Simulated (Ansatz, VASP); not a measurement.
MgO in VASP and in Ansatz

INCAR

```
ALGO = Normal
EDIFF = 1E-6
ENCUT = 600
GGA = PE
GGA_COMPAT = False
ISIF = 2
ISMEAR = -1
LASPH = True
LCHARG = False
LREAL = False
LWAVE = False
NBANDS = 11
NELM = 120
PREC = Accurate
SIGMA = 0.1
```

Contents of KPOINTS:

```
k-points
0
Gamma
  8 8 8
```

POSCAR

```
MgO
1.0
    0.0000000000      2.1250000000      2.1250000000
    2.1250000000      0.0000000000      2.1250000000
    2.1250000000      2.1250000000      0.0000000000
Mg O
1 1
Direct
    0.0000000000      0.0000000000      0.0000000000
    0.5000000000      0.5000000000      0.5000000000
```

Input for Ansatz:

```yaml
crystal:
  lattice:
    - [0, 2.125, 2.125]
    - [2.125, 0, 2.125]
    - [2.125, 2.125, 0]
  atoms:
    - { symbol: Mg, position: [0, 0, 0] }
    - { symbol: O, position: [0.5, 0.5, 0.5] }
kpoints:
  mp_grid: { grid: [8, 8, 8] }
hamiltonian:
  xc: pbe
  pseudopotentials: { kind: paw }
scf:
  occupations: { method: fermi_dirac, width: 0.1 }
  convergence: { dr2_threshold: "1e-10 eV" }
  max_iter: 300
output:
  forces: true
  stress: true
  eigenvalues: true
```

Alike in both runs: task single point; functional PBE; k mesh 8 × 8 × 8; occupations fermi-dirac, width 0.1 eV; no spin polarisation.

```csv
,VASP,Ansatz
version,VASP 6.6.1,Ansatz 0.2.0 development build
potentials or method,"VASP PAW PBE potentials, release 64 (Mg, O)","plane waves, PAW datasets (generated soft set 1)"
plane-wave cutoff (eV),600,420
valence electrons in the cell,8,16
```

Ansatz gave:

| Item | Value |
| --- | --- |
| gap on the k mesh at the Fermi level (eV) | 4.49 |

Task: Which values does VASP return?

Result: gap on the k mesh at the Fermi level (eV): 4.47.

VASP's potentials hold 8 valence electrons a cell and Ansatz's 16, so a difference there can come from the potentials and not from the codes.
